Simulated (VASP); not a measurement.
# WC in VASP: notebook

WC is run at these levels: PBEsol; tasks: single point.

Everything below comes from runs of VASP 6.6.1. Logs are shortened: lines on timing, memory, paths and dates and some standing lists are left out, and cuts for length are marked.

## 1. The cell of the first run

The cell holds a slab with vacuum, 16 atoms: a = 5.811 Å, b = 5.680 Å, c = 15.194 Å, α = 90.00°, β = 90.00°, γ = 90.00°.

## 2. Single point, PBEsol

Input file INCAR:

```
SYSTEM = WC
PREC     = Accurate       ! precision mode
ENCUT    = 520            ! plane-wave cutoff, eV
EDIFF    = 1E-6           ! SCF threshold, eV
ISMEAR   = -1             ! smearing method
SIGMA    = 0.1            ! smearing width, eV
LREAL    = Auto         
LASPH    = .TRUE.         ! aspherical terms in the spheres
NELM     = 80             ! most SCF steps
ALGO     = Normal         ! electronic algorithm
ISIF     = 2              ! what is computed and relaxed
LWAVE    = .FALSE.        ! write WAVECAR
LCHARG   = .TRUE.         ! write CHGCAR
GGA      = PS             ! functional
LELF     = .TRUE.         ! ELF
LVHAR    = .TRUE.       
NBANDS   = 86             ! bands
```

Input file KPOINTS:

```
regular mesh
0
G
  3 3 1
  0 0 0
```

Input file POSCAR:

```
WC
1.0
    5.8108000000      0.0000000000      0.0000000000
    0.0000000000      5.6803000000      0.0000000000
    0.0000000000      0.0000000000     15.1935840000
W C
8 8
Direct
    0.0000000000      0.0000000000      0.0658172555
    0.2156673780      0.0031336373      0.2322032774
    0.0000000000      0.5000088024      0.0658172555
    0.2511702347      0.4902029822      0.2364287452
    0.5000000000      0.0000000000      0.0658172555
    0.7362497419      0.0206679225      0.2276618868
    0.5000000000      0.5000088024      0.0658172555
    0.7676739864      0.5293030298      0.2250357783
    0.5074516418      0.2319595796      0.1692885629
    0.4343291801      0.1643575163      0.3070967324
    0.4565808495      0.7665264159      0.1703679658
    0.0693536174      0.6481523863      0.3341410427
    1.0282233083      0.2785592310      0.1805828039
    0.5837922489      0.3114272134      0.3269077263
    0.9936325463      0.7758569090      0.1676892035
    0.9429682660      0.8554829851      0.3466594847
```

Potentials or basis: VASP PAW PBE potentials, release 64 (W_sv, C).

Command:

```console
$ cat potpaw_PBE.64/W_sv/POTCAR potpaw_PBE.64/C/POTCAR > POTCAR
$ mpirun -np 1 vasp_std > vasp.out
```

OUTCAR:

```text
SYSTEM = WC
   PREC = Accurate
   ENCUT = 520
   EDIFF = 1E-6
   ISMEAR = -1
   LREAL = Auto
   LASPH = .TRUE.
   NELM = 80
   ISIF = 2
   GGA = PS

 ion  position               nearest neighbor table
   1  0.000  0.000  0.066-  15 2.00  13 2.36   2 2.82   3 2.84   3 2.84   6 2.90   5 2.91   5 2.91

   2  0.216  0.003  0.232-  10 1.94  13 2.06  15 2.07  11 2.16   9 2.34  16 2.50  12 2.68   4 2.78
                             6 2.79   1 2.82   4 2.92   5 3.02   6 3.03
   3  0.000  0.500  0.066-  13 2.16  15 2.20   8 2.78   1 2.84   1 2.84   7 2.91   7 2.91   4 2.98

   4  0.251  0.490  0.236-  13 1.96  12 2.03  11 2.21   9 2.33  10 2.39  15 2.44  14 2.58   2 2.78
                             8 2.82   2 2.92   7 2.97   3 2.98   8 3.01
   5  0.500  0.000  0.066-   9 2.05  11 2.08   6 2.82   7 2.84   7 2.84   1 2.91   1 2.91   2 3.02

   6  0.736  0.021  0.228-   9 2.00  15 2.24  10 2.28  11 2.34  13 2.35  16 2.36  14 2.41   2 2.79
                             8 2.80   5 2.82   8 2.90   1 2.90   2 3.03
   7  0.500  0.500  0.066-   9 2.19  11 2.21   5 2.84   5 2.84   8 2.88   3 2.91   3 2.91   4 2.97

   8  0.768  0.529  0.225-  15 2.11  13 2.19  14 2.25  11 2.40   9 2.42  12 2.51   3 2.78   6 2.80
                             4 2.82   7 2.88   6 2.90   4 3.01
   9  0.507  0.232  0.169-   6 2.00   5 2.05   7 2.19   4 2.33   2 2.34   8 2.42
  10  0.434  0.164  0.307-  14 1.24   2 1.94   6 2.28   4 2.39
  11  0.457  0.767  0.170-   5 2.08   2 2.16   7 2.21   4 2.21   6 2.34   8 2.40
  12  0.069  0.648  0.334-  16 1.40   4 2.03   8 2.51   2 2.68
  13  0.028  0.279  0.181-   4 1.96   2 2.06   3 2.16   8 2.19   6 2.35   1 2.36
  14  0.584  0.311  0.327-  10 1.24   8 2.25   6 2.41   4 2.58
  15  0.994  0.776  0.168-   1 2.00   2 2.07   8 2.11   3 2.20   6 2.24   4 2.44
  16  0.943  0.855  0.347-  12 1.40   6 2.36   2 2.50

  LATTYP: Found a simple orthorhombic cell.
 ALAT       =     5.6803000000
 B/A-ratio  =     1.0229741387
 C/A-ratio  =     2.6747854867

  Lattice vectors:

 A1 = (   0.0000000000,  -5.6803000000,   0.0000000000)
 A2 = (   5.8108000000,   0.0000000000,   0.0000000000)
 A3 = (   0.0000000000,   0.0000000000,  15.1935840000)

Analysis of symmetry for initial positions (statically):
=====================================================================
 Subroutine PRICEL returns:
 Original cell was already a primitive cell.

 Routine SETGRP: Setting up the symmetry group for a
 simple orthorhombic supercell.

 Subroutine GETGRP returns: Found  1 space group operations
 (whereof  1 operations were pure point group operations)
 out of a pool of  8 trial point group operations.

The static configuration has the point symmetry C_1 .

Analysis of symmetry for dynamics (positions and initial velocities):
=====================================================================
 Subroutine PRICEL returns:
 Original cell was already a primitive cell.

 Routine SETGRP: Setting up the symmetry group for a
 simple orthorhombic supercell.

 Subroutine GETGRP returns: Found  1 space group operations
 (whereof  1 operations were pure point group operations)
 out of a pool of  8 trial point group operations.

The dynamic configuration has the point symmetry C_1 .

 Subroutine INISYM returns: Found  1 space group operations
 (whereof  1 operations are pure point group operations),
 and found     1 'primitive' translations

----------------------------------------------------------------------------------------

                                     Primitive cell

  volume of cell :     501.4960

  direct lattice vectors                    reciprocal lattice vectors
     5.810800000  0.000000000  0.000000000     0.172093343  0.000000000  0.000000000
     0.000000000  5.680300000  0.000000000     0.000000000  0.176047040  0.000000000
     0.000000000  0.000000000 15.193584000     0.000000000  0.000000000  0.065817255

  length of vectors
     5.810800000  5.680300000 15.193584000     0.172093343  0.176047040  0.065817255

  position of ions in fractional coordinates (direct lattice)
     0.000000000  0.000000000  0.065817256
     0.215667378  0.003133637  0.232203277
     0.000000000  0.500008802  0.065817256
     0.251170235  0.490202982  0.236428745
     0.500000000  0.000000000  0.065817256
     0.736249742  0.020667923  0.227661887
[... 8 lines left out ...]
     0.993632546  0.775856909  0.167689203
     0.942968266  0.855482985  0.346659485

  ion indices of the primitive-cell ions
   primitive index   ion index
                 1           1
                 2           2
                 3           3
                 4           4
                 5           5
                 6           6
[... 8 lines left out ...]
                15          15
                16          16

----------------------------------------------------------------------------------------

 KPOINTS: regular mesh

Automatic generation of k-mesh.
 Grid dimensions read from file:
 generate k-points for:    3    3    1

 Generating k-lattice:

  Cartesian coordinates                     Fractional coordinates (reciprocal lattice)
     0.057364448  0.000000000  0.000000000     0.333333333  0.000000000  0.000000000
     0.000000000  0.058682347  0.000000000     0.000000000  0.333333333  0.000000000
     0.000000000  0.000000000  0.065817255     0.000000000  0.000000000  1.000000000

  Length of vectors
     0.057364448  0.058682347  0.065817255

  Shift w.r.t. Gamma in fractional coordinates (k-lattice)
     0.000000000  0.000000000  0.000000000

 Subroutine IBZKPT returns following result:
 ===========================================

 Found      5 irreducible k-points:

 Following reciprocal coordinates:
            Coordinates               Weight
  0.000000  0.000000  0.000000      1.000000
  0.333333  0.000000  0.000000      2.000000
  0.000000  0.333333  0.000000      2.000000
  0.333333  0.333333  0.000000      2.000000
 -0.333333  0.333333  0.000000      2.000000
   k-points           NKPTS =      5   k-points in BZ     NKDIM =      5   number of bands    NBANDS=     86
   number of dos      NEDOS =    301   number of ions     NIONS =     16
   total plane-waves  NPLWV = 241920
   dimension x,y,z NGX =    48 NGY =   42 NGZ =  120
   dimension x,y,z NGXF=    96 NGYF=   84 NGZF=  240
   ions per type =               8   8
   NGX,Y,Z   is equivalent  to a cutoff of  13.73, 12.29, 13.13 a.u.
   NGXF,Y,Z  is equivalent  to a cutoff of  27.47, 24.58, 26.26 a.u.
 SYSTEM =  WC
   PREC   = accura    normal or accurate (medium, high low for compatibility)
   ISTART =      0    job   : 0-new  1-cont  2-samecut
   ICHARG =      2    charge: 1-file 2-atom 10-const
   ISPIN  =      1    spin polarized calculation?
   LNONCOLLINEAR =      F non collinear calculations
   LSORBIT =      F    spin-orbit coupling
   LASPH  =      T    aspherical Exc in radial PAW
   ENCUT  =  520.0 eV  38.22 Ry    6.18 a.u.  10.80 10.56 28.25*2*pi/ulx,y,z
   NELM   =     80;   NELMIN=  2; NELMDL= -5     # of ELM steps
   EDIFF  = 0.1E-05   stopping-criterion for ELM
   LREAL  =      T    real-space projection
   EDIFFG = 0.1E-04   stopping-criterion for IOM
   NSW    =      0    number of steps for IOM
   IBRION =     -1    ionic relax: 0-MD 1-quasi-New 2-CG
   NFREE  =      0    steps in history (QN), initial steepest desc. (CG)
   ISIF   =      2    stress and relaxation
   ISYM   =      2    0-nonsym 1-usesym 2-fastsym
   POTIM  = 0.5000    time-step for ionic-motion
   TEBEG  =    0.0;   TEEND  =   0.0 temperature during run
   PSTRESS=    0.0 pullay stress
   NELECT =     144.0000    total number of electrons
   NUPDOWN=      -1.0000    fix difference up-down
   EMIN   =  10.00;   EMAX   =-10.00  energy-range for DOS
   EFERMI =   0.00;   METHOD = LEGACY
   ISMEAR =    -1;   SIGMA  =   0.10  broadening in eV -4-tet -1-fermi 0-gaus
   EFERMI_NEDOS =   21; number of points for ismear=-14 and -15
   IALGO  =     38    algorithm
   IMIX   =      4    mixing-type and parameters
     AMIX     =   0.40;   BMIX     =  1.00
     AMIX_MAG =   1.60;   BMIX_MAG =  1.00
  volume/ion in A,a.u.               =      31.34       211.52
  Fermi-wavevector in a.u.,A,eV,Ry     =   1.080040  2.040980 15.871012  1.166486
  Thomas-Fermi vector in A             =   2.216021
   LORBIT       =      0    0 simple, 1 ext, 2 COOP (PROOUT), +10 PAW based schemes
   GGA     = PS    functional components
   LHFCALC =     F    Hartree Fock is set to
   AEXX    =    0.0000 exact exchange contribution
   IVDW    =     0    specifies the selected vdW correction
   LEPSILON=     F    determine dielectric tensor
   LRPA    =     F    only Hartree local field effects (RPA)
 non-spin polarized calculation
  energy-cutoff  :      520.00
  volume of cell :      501.50
 maximum number of plane-waves:     13531
 NGX is ok and might be reduce to    48
   NGX = 21   NGY = 21   NGZ = 57

 number of electron     144.0000001 magnetization

 Free energy of the ion-electron system (eV)
  ---------------------------------------------------
  ext. energy  EPLUGINS =         0.00000000
  ---------------------------------------------------
  free energy    TOTEN  =      -167.09715949 eV

  energy without entropy =     -166.79083007  energy(sigma->0) =     -166.94399478

 E-fermi :   0.3298     XC(G=0):  -6.1181

 val. band max:        0.3058958307   @ k =   0.3333   0.0000   0.0000
 cond. band min:       0.4980350366   @ k =   0.0000   0.0000   0.0000
 fundamental gap:      0.1921392059
 Fermi energy:         0.3298280356

 k-point     1 :       0.0000    0.0000    0.0000
  band No.  band energies     occupation
      1     -74.3055      2.00000
      2     -74.1827      2.00000
      3     -74.1787      2.00000
      4     -74.0686      2.00000
      5     -74.0279      2.00000
      6     -74.0246      2.00000
[... 424 lines left out ...]
     83       1.8962      0.00000
     84       2.0428      0.00000
 [bands above 84 left out]

------------------------ aborting loop because EDIFF is reached ----------------------------------------

  FORCE on cell =-STRESS in cart. coord.  units (eV):
  Direction    XX          YY          ZZ          XY          YZ          ZX
  --------------------------------------------------------------------------------------
  -------------------------------------------------------------------------------------
  Total      -21.4149754    -16.5374385     -4.1806645      6.8363644      3.2248883      6.7492680
  in kB      -68.4164806    -52.8337447    -13.3563709     21.8407905     10.3028606     21.5625354
  external PRESSURE =     -44.8688654 kB  Pullay stress =       0.0000000 kB

 VOLUME and BASIS-vectors are now :
 -----------------------------------------------------------------------------
  energy-cutoff  :      520.00
  volume of cell :      501.50
      direct lattice vectors                 reciprocal lattice vectors
     5.810800000  0.000000000  0.000000000     0.172093343  0.000000000  0.000000000
     0.000000000  5.680300000  0.000000000     0.000000000  0.176047040  0.000000000
     0.000000000  0.000000000 15.193584000     0.000000000  0.000000000  0.065817255

 POSITION                                       TOTAL-FORCE (eV/Angst)
 -----------------------------------------------------------------------------------
      0.00000      0.00000      1.00000        -0.275419      0.993301     -0.017446
      1.25320      0.01780      3.52800         0.748648     -1.952959     -0.761704
      0.00000      2.84020      1.00000         0.056663      0.391902      0.765545
      1.45950      2.78450      3.59220         2.535354      0.849272      0.043134
      2.90540      0.00000      1.00000        -0.484022     -0.212865      0.192599
      4.27820      0.11740      3.45900         1.184920     -1.340423      1.310416
[... 8 lines left out ...]
      5.77380      4.40710      2.54780        -1.031973     -1.736693     -0.661396
      5.47940      4.85940      5.26700         0.984002     -2.900548     -2.436391
 -----------------------------------------------------------------------------------
    total drift:                                0.003815      0.001079     -0.007760

  FREE ENERGIE OF THE ION-ELECTRON SYSTEM (eV)
  ---------------------------------------------------
  free  energy   TOTEN  =      -167.0971594880 eV

  energy  without entropy=     -166.7908300686  energy(sigma->0) =     -166.94399478
```

Wall time 8.2 min (1 thread of Intel Xeon Platinum 8488C (Sapphire Rapids), shared host); peak memory 0.57 GiB.

What came out:

| Property | Result |
| --- | --- |
| Free energy | -167.0972 eV |
| Largest force | 5.955 eV/Å |
| Band gap on the k mesh | zero (bands 72 and 73 overlap by 0.28 eV) |

Forces in eV/Å, atoms in the order of the input:
```
W   -0.275  0.993 -0.017
W    0.749 -1.953 -0.762
W    0.057  0.392  0.766
W    2.535  0.849  0.043
W   -0.484 -0.213  0.193
W    1.185 -1.340  1.310
W    0.015  0.243  1.474
W   -1.624 -1.001  1.523
C   -1.008  2.723 -2.610
C   -2.391 -1.661  2.434
C    1.548 -1.192  0.537
C   -1.652  3.776 -0.254
C   -2.607 -1.386 -1.677
C    4.003  4.406  0.138
C   -1.032 -1.737 -0.661
C    0.984 -2.901 -2.436
```

Levels at points of the mesh, in eV from the Fermi level:
| k point | band 68 | band 69 | band 70 | band 71 | band 72 | band 73 | band 74 | band 75 | band 76 | band 77 |
| --- | --- | --- | --- | --- | --- | --- | --- | --- | --- | --- |
| (0.00, 0.00, 0.00) | -0.72 | -0.45 | -0.18 | -0.11 | 0.17 | 0.36 | 0.47 | 1.02 | 1.50 | 1.53 |

Caveat: the k points lie up to 0.37 Å⁻¹ apart; the atoms stand as in a frame of molecular dynamics; the PAW data sets were made with another functional, which shifts forces and pressure a little; spin-orbit coupling is left out, which moves the levels of the heavy elements.

## 3. Single point, PBEsol

Input file INCAR:

```
PREC     = Accurate       # precision mode
ENCUT    = 520            # plane-wave cutoff, eV
EDIFF    = 1E-6           # SCF threshold, eV
ISMEAR   = -1             # smearing method
SIGMA    = 0.1            # smearing width, eV
LREAL    = Auto         
LASPH    = T              # aspherical terms in the spheres
NELM     = 60             # most SCF steps
ALGO     = Normal         # electronic algorithm
ISIF     = 2              # what is computed and relaxed
LWAVE    = F              # write WAVECAR
LCHARG   = T              # write CHGCAR
GGA      = PS             # functional
LELF     = T              # ELF
LVHAR    = T            
NBANDS   = 86             # bands
```

Input file KPOINTS:

```
Automatic mesh
0
Gamma
  3 3 1
```

Input file POSCAR:

```
WC
1.0
    5.8108000000      0.0000000000      0.0000000000
    0.0000000000      5.6803000000      0.0000000000
    0.0000000000      0.0000000000     15.1935840000
W C
8 8
Direct
    0.0000000000      0.0000000000      0.0658172555
    0.2101259723     -0.0555780505      0.2395682283
    0.0000000000      0.5000088024      0.0658172555
    0.3025745164      0.4610319877      0.2349149483
    0.5000000000      0.0000000000      0.0658172555
    0.6921077993      0.0327975635      0.2401540018
    0.5000000000      0.5000088024      0.0658172555
    0.7873614649      0.5177895534      0.2330983921
    0.3565774076      0.2316250902      0.1416518973
    0.4355510429      0.1431438480      0.3466989750
    0.4959385971      0.7899406721      0.1624304048
    0.0779754939      0.7060190483      0.3127570164
    0.9324533627      0.2229107618      0.1733429058
    0.5651545398      0.2932239494      0.3215238748
    1.0277414470      0.7113884830      0.1595936811
    0.8506057686      0.8025104308      0.3084657313
```

Potentials or basis: VASP PAW PBE potentials, release 64 (W_sv, C).

Command:

```console
$ cat potpaw_PBE.64/W_sv/POTCAR potpaw_PBE.64/C/POTCAR > POTCAR
$ mpirun -np 1 vasp_std > vasp.out
```

It took 8.5 min on 1 thread of Intel Xeon Platinum 8488C (Sapphire Rapids), shared host; peak memory 0.57 GiB.

Results (log left out):

```
Free energy            : -164.6720 eV
Largest force          : 11.045 eV/Å
Band gap on the k mesh : zero (bands 72 and 73 overlap by 0.17 eV)
```

Forces in eV/Å, atoms in the order of the input:
```
W   -0.341 -0.504  2.105
W    0.988  3.568 -1.873
W   -0.779 -1.942 -0.510
W   -0.248  1.485  0.263
W    0.240  0.688 -2.254
W   -1.283 -0.075 -1.654
W    0.641  0.867  1.077
W   -1.944 -1.422 -1.060
C    0.706  0.204 -1.020
C   -7.349 -6.653  0.590
C   -0.268 -4.266  3.211
C   -2.138 -3.350  2.123
C    0.946  0.237 -0.784
C    6.470  8.755 -1.866
C    0.617  1.562 -0.639
C    3.741  0.846  2.289
```

Levels at points of the mesh, in eV from the Fermi level:
```
           k point  band 68  band 69  band 70  band 71  band 72  band 73  band 74  band 75  band 76  band 77
(0.00, 0.00, 0.00)    -0.67    -0.62    -0.48    -0.19     0.09     0.22     0.61     0.71     0.77     1.05
```

Caveat: the k points lie up to 0.37 Å⁻¹ apart; the atoms stand as in a frame of molecular dynamics; the PAW data sets were made with another functional, which shifts forces and pressure a little; spin-orbit coupling is left out, which moves the levels of the heavy elements.

[end of part 1 of 2]
